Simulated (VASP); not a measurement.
# HfH5 (P-6m2) in VASP: a series of runs, part 3 of 3

VASP 6.6.1.

## 5. Relaxation of cell and atoms, PBE

INCAR reads:

```
ALGO = Normal
EDIFF = 1E-6
EDIFFG = -0.04
ENCUT = 600
GGA = PE
IBRION = 2
ISIF = 3
ISMEAR = 0
LASPH = True
LCHARG = False
LREAL = False
LWAVE = False
NELM = 80
NSW = 90
PREC = Accurate
SIGMA = 0.1
```

KPOINTS reads:

```
k-points
0
Gamma
  6 6 4
```

POSCAR reads:

```
HfH5
1.0
    3.7399368800      0.0000000000      0.0000000000
   -1.8699684400      3.2388803500      0.0000000000
    0.0000000000      0.0000000000      5.0607446200
Hf H
1 5
Direct
    0.0000000000      0.0000000000      0.0000000000
    0.6666666700      0.3333333300      0.8183208400
    0.6666666700      0.3333333300      0.1816791600
    0.7676399000      0.2323601000      0.0000000000
    0.7676399000      0.5352798100      0.0000000000
    0.4647201900      0.2323601000      0.0000000000
```

Potentials or basis: VASP PAW PBE potentials, release 64 (Hf_pv, H).

Run with:

```console
$ cat potpaw_PBE.64/Hf_pv/POTCAR potpaw_PBE.64/H/POTCAR > POTCAR
$ mpirun -np 1 vasp_std > vasp.out
```

OUTCAR:

```text
EDIFF = 1E-6
   EDIFFG = -0.04
   ENCUT = 600
   GGA = PE
   IBRION = 2
   ISIF = 3
   ISMEAR = 0
   LASPH = True
   LREAL = False
   NELM = 80
   NSW = 90
   PREC = Accurate

 ion  position               nearest neighbor table
   1  0.000  0.000  0.000-   6 1.51   5 1.51   4 1.51   3 2.35   2 2.35   3 2.35   2 2.35   2 2.35
                             3 2.35
   2  0.667  0.333  0.818-   1 2.35   1 2.35   1 2.35
   3  0.667  0.333  0.182-   1 2.35   1 2.35   1 2.35
   4  0.768  0.232  0.000-   1 1.51
   5  0.768  0.535  0.000-   1 1.51
   6  0.465  0.232  0.000-   1 1.51

  LATTYP: Found a hexagonal cell.
 ALAT       =     3.7399368800
 C/A-ratio  =     1.3531631101

  Lattice vectors:

 A1 = (   3.7399368800,   0.0000000000,   0.0000000000)
 A2 = (  -1.8699684400,   3.2388803500,   0.0000000000)
 A3 = (   0.0000000000,   0.0000000000,   5.0607446200)

Analysis of symmetry for initial positions (statically):
=====================================================================
 Subroutine PRICEL returns:
 Original cell was already a primitive cell.

 Routine SETGRP: Setting up the symmetry group for a
 hexagonal supercell.

 Subroutine GETGRP returns: Found 12 space group operations
 (whereof 12 operations were pure point group operations)
 out of a pool of 24 trial point group operations.

The static configuration has the point symmetry D_3h.

Analysis of symmetry for dynamics (positions and initial velocities):
[... 295 lines left out ...]
      4      -8.9098      2.00000
      5      -2.3336      2.00000
      6      -2.3336      2.00000
      7      -2.2907      2.00000
      8      -0.5797      2.00000
      9       3.1065      0.00000
     10       4.0615      0.00000
     11       4.0615      0.00000
[... 267 lines left out ...]
 k-point    21 :       0.3333    0.3333    0.5000
  band No.  band energies     occupation
      1     -31.0699      2.00000
      2     -30.6292      2.00000
      3     -30.6283      2.00000
      4      -5.1254      2.00000
      5      -4.9061      2.00000
      6      -2.5084      2.00000
      7      -1.0005      2.00000
      8      -0.0718      1.99998
      9       0.7656      0.00000
     10       2.7084      0.00000
     11       2.7383      0.00000

[... ionic steps 4 to 36 ...]

--------------------------------------- Ionic step       37  -------------------------------------------

 number of electron      15.0000007 magnetization

------------------------ aborting loop because EDIFF is reached ----------------------------------------
[... 75 lines left out ...]
--------------------------------------- Ionic step       39  -------------------------------------------

 number of electron      15.0000007 magnetization

 Free energy of the ion-electron system (eV)
  ---------------------------------------------------
  ext. energy  EPLUGINS =         0.00000000
  ---------------------------------------------------
  free energy    TOTEN  =       -22.81538091 eV

  energy without entropy =      -22.78886993  energy(sigma->0) =      -22.80212542

 E-fermi :  -1.3991     XC(G=0):  -6.1928

 val. band max:       -1.4051543674   @ k =   0.1667   0.1667   0.2500
 cond. band min:      -1.3956447021   @ k =   0.3333   0.0000   0.2500
 fundamental gap:      0.0095096653
 Fermi energy:        -1.3991246297

 k-point     1 :       0.0000    0.0000    0.0000
  band No.  band energies     occupation
      1     -32.8608      2.00000
      2     -32.5703      2.00000
      3     -32.5703      2.00000
      4      -7.9533      2.00000
      5      -4.2800      2.00000
      6      -3.4897      2.00000
      7      -3.4897      2.00000
      8      -2.3171      2.00000
      9       1.0405      0.00000
     10       1.0405      0.00000
     11       1.4891      0.00000
[... 311 lines left out ...]
  FREE ENERGIE OF THE ION-ELECTRON SYSTEM (eV)
  ---------------------------------------------------
  free  energy   TOTEN  =       -22.8153809135 eV

  energy  without entropy=      -22.7888699259  energy(sigma->0) =      -22.80212542

 reached required accuracy - stopping structural energy minimisation
```

CONTCAR:

```text
HfH5
   1.00000000000000
     5.6219313145949856    0.0000000000000000   -0.0000000000000000
    -2.8109656572974928    4.8687353467480552   -0.0000000000000000
     0.0000000000000000    0.0000000000000000    3.8007415839834775
  Hf              H
     1     5
Direct
     0.0000000000000000    0.0000000000000000    0.0000000000000000
     0.6666666699999979    0.3333333300000021    0.6002941346925714
     0.6666666699999979    0.3333333300000021    0.3997058653074284
     0.8124910114214997    0.1875089885822599    0.0000000000000000
     0.8124910114177404    0.6249820328354809    0.0000000000000000
     0.3750179671607596    0.1875089885822599    0.0000000000000000

  0.00000000E+00  0.00000000E+00  0.00000000E+00
  0.00000000E+00  0.00000000E+00  0.00000000E+00
  0.00000000E+00  0.00000000E+00  0.00000000E+00
  0.00000000E+00  0.00000000E+00  0.00000000E+00
  0.00000000E+00  0.00000000E+00  0.00000000E+00
  0.00000000E+00  0.00000000E+00  0.00000000E+00
```

Run time: 13 min. Hardware: 1 thread of Intel Xeon 8259CL, shared host; peak memory 0.21 GiB.

Results:

```
Free energy                           : -22.8154 eV
Relaxed volume                        : 17.34 Å³/atom
Relaxed cell                          : a = 5.622 Å, b = 5.622 Å, c = 3.801 Å, α = 90.00°, β = 90.00°, γ = 120.00°
Space group after relaxing (to 0.1 Å) : P-6m2 (No. 187)
Energy gained by relaxing             : 1075.4 meV/atom
Ionic steps                           : 39
Pressure after relaxing               : 0.0 GPa
Largest force after relaxing          : 0.031 eV/Å
Band gap on the k mesh                : zero (an odd number of electrons rules out a gap without spin polarisation)
```

Forces on the atoms (eV/Å):
```
Hf   0.000  0.000  0.000
H    0.000  0.000  0.009
H    0.000  0.000 -0.009
H    0.027 -0.016  0.000
H    0.000  0.031  0.000
H   -0.027 -0.016  0.000
```

Stress tensor (GPa, compression positive):
```
 0.04  0.00  0.00
 0.00  0.04  0.00
 0.00  0.00 -0.11
```

The path:
```
step  energy change (eV)  largest force (eV/Å)  pressure (GPa)  volume (Å³)
   1              0.0000                1.6095           34.67        61.30
   2             -2.7867                3.0036            3.96        82.63
   3             -2.7554                3.3970            0.99        87.93
   4             -2.7888                3.2161            2.44        85.13
   5             -3.6379                0.4972           -0.99        95.09
   6             -3.6587                0.3366           -1.29        97.18
   7             -3.7019                0.1270           -0.91        95.26
   8             -3.7363                0.2632           -0.22        92.16
   9             -3.7376                0.3532           -0.06        91.51
  10             -3.7730                0.4649           -0.45        89.94
  11             -3.8197                0.8109           -1.37        85.62
  12             -3.8316                0.8082           -1.41        85.11
  13             -3.8663                0.8021           -1.50        83.57
  14             -3.9259                0.7943           -1.56        80.46
  15             -4.0323                0.9042           -1.35        74.11
  16             -4.5314                1.6344            2.48        60.89
  17             -4.6307                1.6235            3.27        59.46
  18             -4.5540                0.8564           10.79        55.05
  19             -4.6640                1.5517            4.52        58.07
  20             -4.6718                1.2642            6.75        56.64
  21             -4.8000                0.9320            6.79        57.30
  22             -5.0041                0.9398            8.37        59.29
  23             -5.1642                0.3836            6.69        61.76
  24             -5.4818                1.3429            4.06        69.55
  25             -5.5761                3.3443           -0.84        86.80
  26             -5.6420                2.7931            1.08        79.50
  27             -5.7456                2.9608            0.55        82.08
  28             -6.0332                3.0367           -0.57        90.12
  29             -6.3768                1.7613           -1.24       107.58
  30             -6.4034                0.9864           -1.16       113.38
  31             -6.4363                0.0232           -0.53       110.34
  32             -6.4381                0.3270           -0.33       109.49
  33             -6.4428                0.2663           -0.20       108.25
  34             -6.4496                0.1206            0.19       105.04
  35             -6.4500                0.0967            0.32       104.05
  36             -6.4517                0.1043            0.05       104.02
  37             -6.4517                0.1303            0.03       104.02
  38             -6.4520                0.1073           -0.03       104.04
  39             -6.4523                0.0311           -0.01       104.03
```

Final structure:
```cif
data_structure
_symmetry_space_group_name_H-M 'P 1'
_symmetry_Int_Tables_number 1
_cell_length_a 5.6219
_cell_length_b 5.6219
_cell_length_c 3.8007
_cell_angle_alpha 90.000
_cell_angle_beta 90.000
_cell_angle_gamma 120.000
_cell_volume 104.03
loop_
_atom_site_label
_atom_site_type_symbol
_atom_site_fract_x
_atom_site_fract_y
_atom_site_fract_z
_atom_site_occupancy
Hf1 Hf 0.00000 0.00000 0.00000 1
H1 H 0.66667 0.33333 0.60029 1
H2 H 0.66667 0.33333 0.39971 1
H3 H 0.81249 0.18751 0.00000 1
H4 H 0.81249 0.62498 0.00000 1
H5 H 0.37502 0.18751 0.00000 1
```

Levels at points of the mesh, in eV from the Fermi level:
```tsv
k point	band 5	band 6	band 7	band 8	band 9	band 10
(0.00, 0.00, 0.00)	-2.88	-2.09	-2.09	-0.92	2.44	2.44
(0.50, 0.00, 0.00)	-3.79	-1.99	-1.55	-0.79	1.42	2.32
(0.00, 0.00, 0.50)	-4.31	-1.76	-1.76	0.97	0.97	1.91
(0.50, 0.00, 0.50)	-3.54	-2.67	-1.66	0.87	0.90	1.83
```

Caveat: the volume moved by over 15 % at a fixed basis, so the end points are rough; spin-orbit coupling is left out, which moves the levels of the heavy elements.

## 6. Overview

| task | cell | k mesh | cutoff (eV) | gap on the mesh (eV) | pressure (GPa) | largest force (eV/Å) |
| --- | --- | --- | --- | --- | --- | --- |
| single point | a = 3.740, b = 3.740, c = 5.061 Å, angles 90.0, 90.0, 120.0°, 6 atoms, atomic positions A | 6 × 6 × 4 | 520 | none | 34.6 | 1.62 |
| single point | a = 7.741, b = 7.741, c = 3.319 Å, angles 90.0, 90.0, 120.0°, 6 atoms, atomic positions B | 3 × 3 × 6 | 520 | none | 0.0 | 0.05 |
| single point | a = 7.657, b = 7.657, c = 3.473 Å, angles 90.0, 90.0, 120.0°, 6 atoms, atomic positions C | 6 × 6 × 4 | 520 | none | 0.0 | 0.03 |
| relaxation of cell and atoms | relaxed from a = 3.740, b = 3.740, c = 5.061 Å, angles 90.0, 90.0, 120.0°, 6 atoms, atomic positions A | 6 × 6 × 4 | 600 | none | 0.0 | 0.03 |

Alike in all rows: level PBE; potentials or basis VASP PAW PBE potentials, release 64 (Hf_pv, H); no spin polarisation; smearing gaussian 0.1 eV.

Caveats: some runs use coarse meshes; spin-orbit coupling is left out, which moves the levels of the heavy elements; the cell stands under pressure (at least some runs); forces of over 1 eV/Å act on the atoms, so gaps and moduli don't describe the material at rest (at least some runs); the volume moved by over 15 % at a fixed basis, so the end points are rough (at least some runs).

Absolute energies hang on the potentials; compare differences alone.
